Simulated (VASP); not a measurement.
# AlGaN2 (P-4m2) in VASP: notebook, part 2 of 2

VASP 6.6.1. The steps go on from the part before.

### Step 3. Relaxation of cell and atoms, r2SCAN, target pressure 40 GPa, at which the enthalpy is minimised

This run uses another cell than the first one, of 9.38 Å³/atom.

File POSCAR:

```
AlGaN2
1.0
    2.9877763655      0.0000000000      0.0000000000
    0.0000000000      2.9877763655      0.0000000000
    0.0000000000      0.0000000000      4.2032959978
Al Ga N
1 1 2
Direct
    0.5000000000      0.5000000000      0.5000000000
    0.0000000000      0.0000000000      0.0000000000
    0.5000000000      0.0000000000      0.7388370724
    0.0000000000      0.5000000000      0.2611629276
```

File INCAR.step1:

```
SYSTEM = AlGaN2
ALGO     = Normal         ! electronic algorithm
EDIFF    = 1E-4           ! SCF threshold, eV
ENCUT    = 600            ! plane-wave cutoff, eV
GGA      = PE             ! functional
ISMEAR   = 0              ! smearing method
LASPH    = .True.         ! aspherical terms in the spheres
LCHARG   = .False.        ! write CHGCAR
LREAL    = .False.        ! projectors in reciprocal space
LWAVE    = .True.         ! write WAVECAR
NELM     = 60             ! most SCF steps
PREC     = Accurate       ! precision mode
SIGMA    = 0.02           ! smearing width, eV
```

File INCAR.step2:

```
SYSTEM = AlGaN2
ALGO     = Normal         ! electronic algorithm
EDIFF    = 1E-7           ! SCF threshold, eV
EDIFFG   = -0.008         ! ionic threshold
ENCUT    = 600            ! plane-wave cutoff, eV
IBRION   = 2              ! ionic algorithm
ISIF     = 3              ! what is computed and relaxed
ISMEAR   = 0              ! smearing method
ISTART   = 1            
LASPH    = .True.         ! aspherical terms in the spheres
LCHARG   = .False.        ! write CHGCAR
LMIXTAU  = .True.       
LREAL    = .False.        ! projectors in reciprocal space
LWAVE    = .False.        ! write WAVECAR
METAGGA  = R2SCAN         ! meta-GGA
NELM     = 60             ! most SCF steps
NSW      = 70             ! ionic steps
PREC     = Accurate       ! precision mode
PSTRESS  = 400.0        
SIGMA    = 0.02           ! smearing width, eV
```

File KPOINTS:

```
k-points
0
Gamma
  8 8 6
  0 0 0
```

Potentials or basis: VASP PAW PBE potentials, release 64 (Al, Ga_d, N).

Run with:

```console
> cat potpaw_PBE.64/Al/POTCAR potpaw_PBE.64/Ga_d/POTCAR potpaw_PBE.64/N/POTCAR > POTCAR
> cp INCAR.step1 INCAR
> mpirun -np 1 vasp_std > vasp.out
> cp INCAR.step2 INCAR
> mpirun -np 1 vasp_std > vasp.out
```

OUTCAR:

```text
SYSTEM = AlGaN2
   EDIFF = 1E-7
   EDIFFG = -0.008
   ENCUT = 600
   IBRION = 2
   ISIF = 3
   ISMEAR = 0
   ISTART = 1
   LASPH = .True.
   LREAL = .False.
   METAGGA = R2SCAN
   NELM = 60
   NSW = 70
   PREC = Accurate
   PSTRESS = 400.0

 ion  position               nearest neighbor table
   1  0.500  0.500  0.500-   3 1.80   4 1.80   3 1.80   4 1.80   2 2.98   2 2.98   2 2.98   2 2.98
                             2 2.98   2 2.98   2 2.98   2 2.98
   2  0.000  0.000  0.000-   3 1.85   4 1.85   4 1.85   3 1.85   1 2.98   1 2.98   1 2.98   1 2.98
                             1 2.98   1 2.98   1 2.98   1 2.98
   3  0.500  0.000  0.739-   1 1.80   1 1.80   2 1.85   2 1.85
   4  0.000  0.500  0.261-   1 1.80   1 1.80   2 1.85   2 1.85

  LATTYP: Found a simple tetragonal cell.
 ALAT       =     2.9877763655
 C/A-ratio  =     1.4068308614

  Lattice vectors:

 A1 = (   2.9877763655,   0.0000000000,   0.0000000000)
 A2 = (   0.0000000000,   2.9877763655,   0.0000000000)
 A3 = (   0.0000000000,   0.0000000000,   4.2032959978)

Analysis of symmetry for initial positions (statically):
=====================================================================
 Subroutine PRICEL returns:
 Original cell was already a primitive cell.

 Routine SETGRP: Setting up the symmetry group for a
 simple tetragonal supercell.

 Subroutine GETGRP returns: Found  8 space group operations
 (whereof  8 operations were pure point group operations)
 out of a pool of 16 trial point group operations.

The static configuration has the point symmetry D_2d.

Analysis of symmetry for dynamics (positions and initial velocities):
=====================================================================
 Subroutine PRICEL returns:
 Original cell was already a primitive cell.

 Routine SETGRP: Setting up the symmetry group for a
 simple tetragonal supercell.

 Subroutine GETGRP returns: Found  8 space group operations
 (whereof  8 operations were pure point group operations)
 out of a pool of 16 trial point group operations.

[... 138 lines left out ...]
  energy-cutoff  :      600.00
  volume of cell :       37.52
 maximum number of plane-waves:      1272
 NGX is ok and might be reduce to    24
   NGX = 11   NGY = 11   NGZ = 17

--------------------------------------- Ionic step        1  -------------------------------------------

 number of electron      26.0000001 magnetization

 Free energy of the ion-electron system (eV)
  ---------------------------------------------------
  ext. energy  EPLUGINS =         0.00000000
  ---------------------------------------------------
  free energy    TOTEN  =       -40.36309633 eV

  energy without entropy =      -40.36309633  energy(sigma->0) =      -40.36309633

------------------------ aborting loop because EDIFF is reached ----------------------------------------

  FORCE on cell =-STRESS in cart. coord.  units (eV):
  Direction    XX          YY          ZZ          XY          YZ          ZX
  --------------------------------------------------------------------------------------
  -------------------------------------------------------------------------------------
  Total        9.8511312      9.8511312      9.7853913      0.0000000      0.0000000     -0.0000000
  in kB      420.6399700    420.6399700    417.8328971      0.0000000      0.0000000     -0.0000000
  external PRESSURE =      19.7042790 kB  Pullay stress =     400.0000000 kB
[... 103 lines left out ...]
  energy  without entropy=      -40.4218199532  energy(sigma->0) =      -40.42181995

  enthalpy is  TOTEN    =       -30.9971325908 eV   P V=        9.4246873624

[... ionic steps 4 to 8 ...]

--------------------------------------- Ionic step        9  -------------------------------------------

 number of electron      26.0000006 magnetization

------------------------ aborting loop because EDIFF is reached ----------------------------------------
[... 75 lines left out ...]
--------------------------------------- Ionic step       11  -------------------------------------------

 number of electron      26.0000005 magnetization

 Free energy of the ion-electron system (eV)
  ---------------------------------------------------
  ext. energy  EPLUGINS =         0.00000000
  ---------------------------------------------------
  free energy    TOTEN  =       -40.41462238 eV

  energy without entropy =      -40.41462238  energy(sigma->0) =      -40.41462238

 E-fermi :   7.0747     XC(G=0): -12.8563

 val. band max:        6.9673455049   @ k =   0.0000   0.0000   0.0000
 cond. band min:      10.8892462118   @ k =   0.5000   0.5000   0.0000
 fundamental gap:      3.9219007068
 Fermi energy:         7.0747229460

 k-point     1 :       0.0000    0.0000    0.0000
  band No.  band energies     occupation
      1     -10.4660      2.00000
      2      -8.2717      2.00000
      3      -6.3828      2.00000
      4      -6.3828      2.00000
      5      -6.3068      2.00000
      6      -6.0361      2.00000
[... 457 lines left out ...]
      4      -6.2449      2.00000
      5      -6.1993      2.00000
      6      -5.6154      2.00000
[... 9 lines left out ...]
     16      16.7891      0.00000
     17      17.4609      0.00000

 [... further k-points ...]
[... 5 lines left out ...]
  --------------------------------------------------------------------------------------
  -------------------------------------------------------------------------------------
  Total        9.4258847      9.4258847      9.4285457      0.0000000     -0.0000000      0.0000000
  in kB      400.3647346    400.3647346    400.4777601      0.0000000     -0.0000000      0.0000000
  external PRESSURE =       0.4024097 kB  Pullay stress =     400.0000000 kB
[... 23 lines left out ...]
  energy  without entropy=      -40.4146223809  energy(sigma->0) =      -40.41462238

  enthalpy is  TOTEN    =       -30.9973247297 eV   P V=        9.4172976512

 reached required accuracy - stopping structural energy minimisation
```

OSZICAR.step1:

```text
N       E                     dE             d eps       ncg     rms          rms(c)
DAV:   1     0.175276512258E+03    0.17528E+03   -0.14950E+04  2232   0.262E+03
DAV:   2    -0.156062808335E+02   -0.19088E+03   -0.18462E+03  2376   0.439E+02
DAV:   3    -0.309601216399E+02   -0.15354E+02   -0.15276E+02  2473   0.122E+02
DAV:   4    -0.312854108114E+02   -0.32529E+00   -0.32500E+00  2897   0.184E+01
DAV:   5    -0.312898206920E+02   -0.44099E-02   -0.44088E-02  2858   0.179E+00    0.127E+01
DAV:   6    -0.260208114467E+02    0.52690E+01   -0.19757E+01  3092   0.767E+01    0.398E+00
DAV:   7    -0.261047458942E+02   -0.83934E-01   -0.21968E+00  2245   0.152E+01    0.298E+00
DAV:   8    -0.261113856995E+02   -0.66398E-02   -0.38599E-01  2859   0.118E+01    0.981E-01
DAV:   9    -0.260845118809E+02    0.26874E-01   -0.11449E-01  3154   0.733E+00    0.305E-01
DAV:  10    -0.260843541742E+02    0.15771E-03   -0.89978E-03  2540   0.105E+00    0.787E-02
DAV:  11    -0.260844806723E+02   -0.12650E-03   -0.87836E-04  3170   0.594E-01    0.232E-02
DAV:  12    -0.260844840556E+02   -0.33833E-05   -0.11089E-04  1193   0.238E-01
   1 F= -.26084484E+02 E0= -.26084484E+02  d E =-.260807E-13
```

Run time: 6.1 min. Hardware: 1 thread of Intel Xeon 6975P-C (Granite Rapids), shared host; peak memory 0.2 GiB.

What came out:

- Free energy: -40.4146 eV
- Relaxed volume: 9.43 Å³/atom
- Relaxed cell: a = 2.997 Å, b = 2.997 Å, c = 4.200 Å, α = 90.00°, β = 90.00°, γ = 90.00°
- Space group after relaxing (to 0.1 Å): P-4m2 (No. 115)
- Energy change on relaxing (the run minimises the enthalpy): -12.9 meV/atom
- Ionic steps: 11
- Pressure after relaxing: 40.0 GPa
- Band gap on the k mesh: 3.92 eV (least direct gap 4.26 eV)

Step by step:
```csv
step,energy change (eV),largest force (eV/Å),pressure (GPa),volume (Å³)
1,0.0000,0.1483,41.97,37.52
2,-0.1536,0.1189,36.09,38.15
3,-0.0587,0.0481,39.78,37.75
4,-0.0576,0.0498,39.85,37.75
5,-0.0495,0.0272,40.13,37.71
6,-0.0517,0.0070,40.05,37.72
7,-0.0535,0.0078,39.98,37.73
8,-0.0554,0.0089,39.90,37.74
9,-0.0590,0.0110,39.75,37.75
10,-0.0565,0.0094,39.86,37.74
11,-0.0515,0.0003,40.04,37.72
```

Final structure:
```cif
data_structure
_symmetry_space_group_name_H-M 'P 1'
_symmetry_Int_Tables_number 1
_cell_length_a 2.9967
_cell_length_b 2.9967
_cell_length_c 4.2004
_cell_angle_alpha 90.000
_cell_angle_beta 90.000
_cell_angle_gamma 90.000
_cell_volume 37.72
loop_
_atom_site_label
_atom_site_type_symbol
_atom_site_fract_x
_atom_site_fract_y
_atom_site_fract_z
_atom_site_occupancy
Al1 Al 0.50000 0.50000 0.50000 1
Ga1 Ga 0.00000 0.00000 0.00000 1
N1 N 0.50000 0.00000 0.73784 1
N2 N 0.00000 0.50000 0.26216 1
```

Caveat: the cell is relaxed towards a set pressure, so the run minimises the enthalpy, not the energy; the PAW data sets were made with another functional, which shifts forces and pressure a little.

### Step 4. Single point, r2SCAN

This run uses another cell than the first one, of 10.67 Å³/atom.

File POSCAR:

```
AlGaN2
1.0
    3.1385264203      0.0000000000      0.0000000000
    0.0000000000      3.1385264203      0.0000000000
    0.0000000000      0.0000000000      4.3339095939
Al Ga N
1 1 2
Direct
    0.5000000000      0.5000000000      0.5000000000
    0.0000000000      0.0000000000      0.0000000000
    0.5000000000      0.0000000000      0.7387428355
    0.0000000000      0.5000000000      0.2612571645
```

File INCAR.step1:

```
SYSTEM = AlGaN2
ALGO = Normal
EDIFF = 1E-5
ENCUT = 1460
GGA = PE
GGA_COMPAT = .False.
ISMEAR = 0
LASPH = .True.
LCHARG = .False.
LREAL = .False.
LWAVE = .True.
NBANDS = 21
NELM = 120
PREC = Accurate
SIGMA = 0.02
```

File INCAR.step2:

```
SYSTEM = AlGaN2
ALGO = Normal
EDIFF = 1E-6
ENCUT = 1460
GGA_COMPAT = .False.
ISIF = 2
ISMEAR = 0
ISTART = 1
LASPH = .True.
LCHARG = .False.
LMIXTAU = .True.
LREAL = .False.
LWAVE = .False.
METAGGA = R2SCAN
NBANDS = 21
NELM = 120
PREC = Accurate
SIGMA = 0.02
```

KPOINTS is that of step 3.

Potentials or basis: VASP PAW PBE potentials, release 64 (Al, Ga_d, N_h).

Run with:

```console
> cat potpaw_PBE.64/Al/POTCAR potpaw_PBE.64/Ga_d/POTCAR potpaw_PBE.64/N_h/POTCAR > POTCAR
> cp INCAR.step1 INCAR
> mpirun -np 1 vasp_std > vasp.out
> cp INCAR.step2 INCAR
> mpirun -np 1 vasp_std > vasp.out
```

Run time: 8.5 min. Hardware: 1 thread of Intel Xeon Platinum 8488C (Sapphire Rapids), shared host; peak memory 0.49 GiB.

It converged, with:

- Free energy: -41.0589 eV
- Pressure: 4.5 GPa
- Largest force: 0.093 eV/Å
- Band gap on the k mesh: 3.56 eV

Forces on the atoms (eV/Å):
```
Al   0.000  0.000  0.000
Ga   0.000  0.000  0.000
N    0.000  0.000 -0.093
N    0.000  0.000  0.093
```

Stress tensor (GPa, compression positive):
```
3.64 0.00 0.00
0.00 3.64 0.00
0.00 0.00 6.23
```

Levels at points of the mesh, in eV from the valence-band top:
| k point | band 11 | band 12 | band 13 | band 14 | band 15 | band 16 |
| --- | --- | --- | --- | --- | --- | --- |
| (0.00, 0.00, 0.00) | -0.15 | 0.00 | 0.00 | 3.56 | 4.07 | 8.30 |
| (0.50, 0.00, 0.00) | -2.82 | -1.12 | -0.75 | 7.89 | 7.96 | 8.70 |
| (0.50, 0.50, 0.00) | -2.28 | -2.28 | -2.27 | 3.92 | 3.92 | 7.30 |
| (0.00, 0.00, 0.50) | -1.71 | -1.05 | -1.05 | 5.98 | 6.18 | 8.86 |
| (0.50, 0.00, 0.50) | -0.84 | -0.61 | -0.49 | 6.02 | 7.48 | 10.16 |
| (0.50, 0.50, 0.50) | -3.39 | -3.30 | -3.30 | 6.99 | 6.99 | 9.92 |

Caveat: the cell stands under pressure; the PAW data sets were made with another functional, which shifts forces and pressure a little. A k mesh can miss the band edges.

### Step 5. Summary

| task | potentials or basis | cell | cutoff (eV) | gap on the mesh (eV) | pressure (GPa) | largest force (eV/Å) |
| --- | --- | --- | --- | --- | --- | --- |
| single point | VASP PAW PBE potentials, release 64 (Al, Ga_d, N) | a = 3.149, b = 3.149, c = 4.438 Å, 4 atoms, atomic positions A | 520 | 3.30 | -1.7 | 0.09 |
| relaxation of cell and atoms | VASP PAW PBE potentials, release 64 (Al, Ga_d, N) | relaxed to 40 GPa from a = 2.988, b = 2.988, c = 4.203 Å, 4 atoms, atomic positions B | 600 | 3.92 | 40.0 | - |
| single point | VASP PAW PBE potentials, release 64 (Al, Ga_d, N_h) | a = 3.139, b = 3.139, c = 4.334 Å, 4 atoms, atomic positions B | 1460 | 3.56 | 4.5 | 0.09 |

Alike in all rows: level r2SCAN; no spin polarisation; k mesh 8 × 8 × 6; smearing gaussian 0.02 eV.

Caveats: the PAW data sets were made with another functional, which shifts forces and pressure a little; the cell is relaxed towards a set pressure, so the run minimises the enthalpy, not the energy (at least some runs); the cell stands under pressure (at least some runs).

Absolute energies hang on the potentials; compare differences alone.
